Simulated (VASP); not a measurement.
# In3As (Pm-3m) in VASP: relaxation of cell and atoms with r2SCAN

Aim: the relaxation of cell and atoms of In3As with r2SCAN.

Program: VASP 6.6.1. These are calculated values, not measurements. Logs are shortened: lines on timing, memory, paths and dates and some standing lists are left out, and cuts for length are marked.

## 1. The cell of the first run

The structure is cubic, space group Pm-3m (No. 221). The conventional cell has a = 4.672 Å, b = 4.672 Å, c = 4.672 Å, α = 90.00°, β = 90.00°, γ = 90.00°. In (site symmetry 4/mmm) has 8 In at 3.30 Å and 4 As at 3.30 Å within 4.3 Å. Within 4.3 Å of As (site symmetry m-3m) lie 12 In at 3.30 Å.

## 2. Relaxation of cell and atoms, r2SCAN

File POSCAR:

```
In3As
1.0
    4.6716810000      0.0000000000      0.0000000000
    0.0000000000      4.6716810000      0.0000000000
    0.0000000000      0.0000000000      4.6716810000
In As
3 1
Direct
    0.0000000000      0.5000000000      0.5000000000
    0.5000000000      0.0000000000      0.5000000000
    0.5000000000      0.5000000000      0.0000000000
    0.0000000000      0.0000000000      0.0000000000
```

File INCAR.step1:

```
ALGO = Normal ; EDIFF = 1E-4
ENCUT = 600 ; GGA = PE
ISMEAR = 0 ; LASPH = T
LCHARG = F ; LREAL = F
LWAVE = T ; NELM = 60
PREC = Accurate ; SIGMA = 0.1
```

File INCAR.step2:

```
ALGO = Normal ; EDIFF = 1E-6
EDIFFG = -0.01 ; ENCUT = 600
IBRION = 2 ; ISIF = 3
ISMEAR = 0 ; ISTART = 1
LASPH = T ; LCHARG = F
LMIXTAU = T ; LREAL = F
LWAVE = F ; METAGGA = R2SCAN
NELM = 60 ; NSW = 100
PREC = Accurate ; SIGMA = 0.1
```

File KPOINTS:

```
k-points
0
Gamma
  10 10 10
```

Potentials or basis: VASP PAW PBE potentials, release 64 (In_d, As).

Launch:

```sh
cat potpaw_PBE.64/In_d/POTCAR potpaw_PBE.64/As/POTCAR > POTCAR
cp INCAR.step1 INCAR
mpirun -np 1 vasp_std > vasp.out
cp INCAR.step2 INCAR
mpirun -np 1 vasp_std > vasp.out
```

OUTCAR:

```text
EDIFF = 1E-6
   EDIFFG = -0.01
   ENCUT = 600
   IBRION = 2
   ISIF = 3
   ISMEAR = 0
   ISTART = 1
   LASPH = T
   LREAL = F
   METAGGA = R2SCAN
   NELM = 60
   NSW = 100
   PREC = Accurate

 ion  position               nearest neighbor table
   1  0.000  0.500  0.500-   2 3.30   3 3.30   4 3.30   3 3.30   4 3.30   2 3.30   4 3.30   4 3.30
                             2 3.30   3 3.30   3 3.30   2 3.30
   2  0.500  0.000  0.500-   1 3.30   3 3.30   4 3.30   3 3.30   4 3.30   1 3.30   3 3.30   3 3.30
                             1 3.30   4 3.30   4 3.30   1 3.30
   3  0.500  0.500  0.000-   1 3.30   2 3.30   4 3.30   1 3.30   2 3.30   2 3.30   4 3.30   2 3.30
                             1 3.30   4 3.30   1 3.30   4 3.30
   4  0.000  0.000  0.000-   1 3.30   2 3.30   3 3.30   1 3.30   2 3.30   1 3.30   3 3.30   1 3.30
                             2 3.30   3 3.30   2 3.30   3 3.30

  LATTYP: Found a simple cubic cell.
 ALAT       =     4.6716810000

  Lattice vectors:

 A1 = (   4.6716810000,   0.0000000000,   0.0000000000)
 A2 = (   0.0000000000,   4.6716810000,   0.0000000000)
 A3 = (   0.0000000000,   0.0000000000,   4.6716810000)

Analysis of symmetry for initial positions (statically):
=====================================================================
 Subroutine PRICEL returns:
 Original cell was already a primitive cell.

 Routine SETGRP: Setting up the symmetry group for a
 simple cubic supercell.

 Subroutine GETGRP returns: Found 48 space group operations
 (whereof 48 operations were pure point group operations)
 out of a pool of 48 trial point group operations.

The static configuration has the point symmetry O_h .

Analysis of symmetry for dynamics (positions and initial velocities):
=====================================================================
 Subroutine PRICEL returns:
 Original cell was already a primitive cell.

 Routine SETGRP: Setting up the symmetry group for a
 simple cubic supercell.

 Subroutine GETGRP returns: Found 48 space group operations
 (whereof 48 operations were pure point group operations)
 out of a pool of 48 trial point group operations.

The dynamic configuration has the point symmetry O_h .

 Subroutine INISYM returns: Found 48 space group operations
 (whereof 48 operations are pure point group operations),
 and found     1 'primitive' translations

----------------------------------------------------------------------------------------

                                     Primitive cell

  volume of cell :     101.9576

  direct lattice vectors                    reciprocal lattice vectors
     4.671681000  0.000000000  0.000000000     0.214055711  0.000000000  0.000000000
     0.000000000  4.671681000  0.000000000     0.000000000  0.214055711  0.000000000
     0.000000000  0.000000000  4.671681000     0.000000000  0.000000000  0.214055711

  length of vectors
     4.671681000  4.671681000  4.671681000     0.214055711  0.214055711  0.214055711

  position of ions in fractional coordinates (direct lattice)
     0.000000000  0.500000000  0.500000000
     0.500000000  0.000000000  0.500000000
     0.500000000  0.500000000  0.000000000
     0.000000000  0.000000000  0.000000000

  ion indices of the primitive-cell ions
   primitive index   ion index
                 1           1
                 2           2
                 3           3
                 4           4

----------------------------------------------------------------------------------------

 KPOINTS: k-points

Automatic generation of k-mesh.
 Grid dimensions read from file:
 generate k-points for:   10   10   10

 Generating k-lattice:

  Cartesian coordinates                     Fractional coordinates (reciprocal lattice)
     0.021405571  0.000000000  0.000000000     0.100000000  0.000000000  0.000000000
     0.000000000  0.021405571  0.000000000     0.000000000  0.100000000  0.000000000
     0.000000000  0.000000000  0.021405571     0.000000000  0.000000000  0.100000000

  Length of vectors
     0.021405571  0.021405571  0.021405571

  Shift w.r.t. Gamma in fractional coordinates (k-lattice)
     0.000000000  0.000000000  0.000000000

 Subroutine IBZKPT returns following result:
 ===========================================

 Found     56 irreducible k-points:

 Following reciprocal coordinates:
            Coordinates               Weight
  0.000000  0.000000  0.000000      1.000000
  0.100000  0.000000  0.000000      6.000000
  0.200000  0.000000  0.000000      6.000000
  0.300000  0.000000  0.000000      6.000000
  0.400000  0.000000  0.000000      6.000000
  0.500000  0.000000  0.000000      3.000000
[... 16 lines left out ...]
  0.200000  0.100000  0.100000     24.000000
  0.300000  0.100000  0.100000     24.000000
 [... further k-points ...]
   k-points           NKPTS =     56   k-points in BZ     NKDIM =     56   number of bands    NBANDS=     26
   number of dos      NEDOS =    301   number of ions     NIONS =      4
   total plane-waves  NPLWV =  64000
   dimension x,y,z NGX =    40 NGY =   40 NGZ =   40
   dimension x,y,z NGXF=    80 NGYF=   80 NGZF=   80
   ions per type =               3   1
   NGX,Y,Z   is equivalent  to a cutoff of  14.23, 14.23, 14.23 a.u.
   NGXF,Y,Z  is equivalent  to a cutoff of  28.47, 28.47, 28.47 a.u.
 SYSTEM =  unknown system
   PREC   = accura    normal or accurate (medium, high low for compatibility)
   ISTART =      1    job   : 0-new  1-cont  2-samecut
   ICHARG =      0    charge: 1-file 2-atom 10-const
   ISPIN  =      1    spin polarized calculation?
   LNONCOLLINEAR =      F non collinear calculations
   LSORBIT =      F    spin-orbit coupling
   LASPH  =      T    aspherical Exc in radial PAW
   ENCUT  =  600.0 eV  44.10 Ry    6.64 a.u.   9.33  9.33  9.33*2*pi/ulx,y,z
   NELM   =     60;   NELMIN=  2; NELMDL=  0     # of ELM steps
   EDIFF  = 0.1E-05   stopping-criterion for ELM
   LREAL  =      F    real-space projection
   EDIFFG = -.1E-01   stopping-criterion for IOM
   NSW    =    100    number of steps for IOM
   IBRION =      2    ionic relax: 0-MD 1-quasi-New 2-CG
   NFREE  =      1    steps in history (QN), initial steepest desc. (CG)
   ISIF   =      3    stress and relaxation
   ISYM   =      2    0-nonsym 1-usesym 2-fastsym
   POTIM  = 0.5000    time-step for ionic-motion
   TEBEG  =    0.0;   TEEND  =   0.0 temperature during run
   PSTRESS=    0.0 pullay stress
   NELECT =      44.0000    total number of electrons
   NUPDOWN=      -1.0000    fix difference up-down
   EMIN   =  10.00;   EMAX   =-10.00  energy-range for DOS
   EFERMI =   0.00;   METHOD = LEGACY
   ISMEAR =     0;   SIGMA  =   0.10  broadening in eV -4-tet -1-fermi 0-gaus
   EFERMI_NEDOS =   21; number of points for ismear=-14 and -15
   IALGO  =     38    algorithm
   IMIX   =      4    mixing-type and parameters
     AMIX     =   0.40;   BMIX     =  1.00
     AMIX_MAG =   1.60;   BMIX_MAG =  1.00
  volume/ion in A,a.u.               =      25.49       172.01
  Fermi-wavevector in a.u.,A,eV,Ry     =   1.237141  2.337858 20.823961  1.530518
  Thomas-Fermi vector in A             =   2.371720
   LORBIT       =      0    0 simple, 1 ext, 2 COOP (PROOUT), +10 PAW based schemes
   METAGGA = R2SCAN    functional components
   LHFCALC =     F    Hartree Fock is set to
   AEXX    =    0.0000 exact exchange contribution
   IVDW    =     0    specifies the selected vdW correction
   LEPSILON=     F    determine dielectric tensor
   LRPA    =     F    only Hartree local field effects (RPA)
 conjugate gradient relaxation of ions
 non-spin polarized calculation
 Gauss-broadening in eV      SIGMA  =   0.10
  energy-cutoff  :      600.00
  volume of cell :      101.96
 maximum number of plane-waves:      3448
 NGX is ok and might be reduce to    40
   NGX = 19   NGY = 19   NGZ = 19

--------------------------------------- Ionic step        1  -------------------------------------------

 number of electron      44.0000015 magnetization

 Free energy of the ion-electron system (eV)
  ---------------------------------------------------
  ext. energy  EPLUGINS =         0.00000000
  ---------------------------------------------------
  free energy    TOTEN  =       -82.01204584 eV

  energy without entropy =      -81.99872564  energy(sigma->0) =      -82.00538574

------------------------ aborting loop because EDIFF is reached ----------------------------------------

  FORCE on cell =-STRESS in cart. coord.  units (eV):
  Direction    XX          YY          ZZ          XY          YZ          ZX
  --------------------------------------------------------------------------------------
  -------------------------------------------------------------------------------------
  Total       -0.7475769     -0.7475769     -0.7475769      0.0000000      0.0000000      0.0000000
  in kB      -11.7475388    -11.7475388    -11.7475388      0.0000000      0.0000000      0.0000000
  external PRESSURE =     -11.7475388 kB  Pullay stress =       0.0000000 kB

 VOLUME and BASIS-vectors are now :
 -----------------------------------------------------------------------------
  energy-cutoff  :      600.00
  volume of cell :      101.96
      direct lattice vectors                 reciprocal lattice vectors
     4.671681000  0.000000000  0.000000000     0.214055711  0.000000000  0.000000000
     0.000000000  4.671681000  0.000000000     0.000000000  0.214055711  0.000000000
     0.000000000  0.000000000  4.671681000     0.000000000  0.000000000  0.214055711
[... 39 lines left out ...]
 POSITION                                       TOTAL-FORCE (eV/Angst)
 -----------------------------------------------------------------------------------
      0.00000      2.31478      2.31478        -0.000000     -0.000000      0.000000
      2.31478     -0.00000      2.31478        -0.000000     -0.000000      0.000000
      2.31478      2.31478      0.00000        -0.000000     -0.000000      0.000000
      0.00000      0.00000      0.00000         0.000000      0.000000      0.000000
 -----------------------------------------------------------------------------------
    total drift:                               -0.000000     -0.000000     -0.000000

  FREE ENERGIE OF THE ION-ELECTRON SYSTEM (eV)
  ---------------------------------------------------
  free  energy   TOTEN  =       -82.0214979738 eV

  energy  without entropy=      -82.0082766072  energy(sigma->0) =      -82.01488729

--------------------------------------- Ionic step        3  -------------------------------------------

 number of electron      43.9999994 magnetization

 Free energy of the ion-electron system (eV)
  ---------------------------------------------------
  ext. energy  EPLUGINS =         0.00000000
  ---------------------------------------------------
  free energy    TOTEN  =       -82.02150348 eV

  energy without entropy =      -82.00827289  energy(sigma->0) =      -82.01488819

 E-fermi :   6.8696     XC(G=0): -10.9770

 val. band max:        6.8658907317   @ k =   0.2000   0.0000   0.0000
 cond. band min:       6.8851317772   @ k =   0.5000   0.2000   0.2000
 fundamental gap:      0.0192410455
 Fermi energy:         6.8696058462

 k-point     1 :       0.0000    0.0000    0.0000
  band No.  band energies     occupation
      1      -8.5008      2.00000
      2      -8.4866      2.00000
      3      -8.4866      2.00000
      4      -8.4866      2.00000
      5      -8.3013      2.00000
      6      -8.3013      2.00000
[... 18 lines left out ...]
     25       9.0355      0.00000
     26      11.7788      0.00000
[... 644 lines left out ...]
      4      -8.3624      2.00000
      5      -8.2753      2.00000
      6      -8.2253      2.00000
[... 18 lines left out ...]
     25       9.8076      0.00000
     26       9.9420      0.00000

 [... further k-points ...]

------------------------ aborting loop because EDIFF is reached ----------------------------------------

  FORCE on cell =-STRESS in cart. coord.  units (eV):
  Direction    XX          YY          ZZ          XY          YZ          ZX
  --------------------------------------------------------------------------------------
  -------------------------------------------------------------------------------------
  Total       -0.0205408     -0.0205408     -0.0205408     -0.0000000     -0.0000000     -0.0000000
  in kB       -0.3311668     -0.3311668     -0.3311668     -0.0000000     -0.0000000     -0.0000000
  external PRESSURE =      -0.3311668 kB  Pullay stress =       0.0000000 kB

 VOLUME and BASIS-vectors are now :
 -----------------------------------------------------------------------------
  energy-cutoff  :      600.00
  volume of cell :       99.38
      direct lattice vectors                 reciprocal lattice vectors
     4.631914360 -0.000000000  0.000000000     0.215893456  0.000000000 -0.000000000
     0.000000000  4.631914360  0.000000000     0.000000000  0.215893456 -0.000000000
     0.000000000  0.000000000  4.631914360    -0.000000000  0.000000000  0.215893456

 POSITION                                       TOTAL-FORCE (eV/Angst)
 -----------------------------------------------------------------------------------
      0.00000      2.31596      2.31596        -0.000000     -0.000000      0.000000
      2.31596     -0.00000      2.31596        -0.000000     -0.000000      0.000000
      2.31596      2.31596      0.00000        -0.000000     -0.000000      0.000000
      0.00000      0.00000      0.00000         0.000000      0.000000      0.000000
 -----------------------------------------------------------------------------------
    total drift:                               -0.000000     -0.000000     -0.000000

  FREE ENERGIE OF THE ION-ELECTRON SYSTEM (eV)
  ---------------------------------------------------
  free  energy   TOTEN  =       -82.0215034774 eV

  energy  without entropy=      -82.0082728928  energy(sigma->0) =      -82.01488819

 reached required accuracy - stopping structural energy minimisation
```

Wall time 45 min (1 thread of Oxide Virtual Turin-like, shared host); peak memory 0.34 GiB.

What came out:

| Item | Value |
| --- | --- |
| Free energy | -82.0215 eV |
| Relaxed volume | 24.84 Å³/atom |
| Relaxed cell | a = 4.632 Å, b = 4.632 Å, c = 4.632 Å, α = 90.00°, β = 90.00°, γ = 90.00° |
| Space group after relaxing (to 0.1 Å) | Pm-3m (No. 221) |
| Energy gained by relaxing | 2.4 meV/atom |
| Ionic steps | 3 |
| Pressure after relaxing | 0.0 GPa |
| Band gap on the k mesh | zero (bands 22 and 23 overlap by 4.27 eV) |

Step by step:
| step | energy change (eV) | largest force (eV/Å) | pressure (GPa) | volume (Å³) |
| --- | --- | --- | --- | --- |
| 1 | 0.0000 | 0.0000 | -1.17 | 101.96 |
| 2 | -0.0095 | 0.0000 | 0.07 | 99.22 |
| 3 | -0.0095 | 0.0000 | -0.03 | 99.38 |

Final structure:
```xyz
4
Lattice="4.6319 0.0000 0.0000 0.0000 4.6319 0.0000 0.0000 0.0000 4.6319" Properties=species:S:1:pos:R:3 pbc="T T T"
In    0.0000    2.3160    2.3160
In    2.3160    0.0000    2.3160
In    2.3160    2.3160    0.0000
As    0.0000    0.0000    0.0000
```

Caveat: the PAW data sets were made with another functional, which shifts forces and pressure a little; spin-orbit coupling is left out, which moves the levels of the heavy elements.
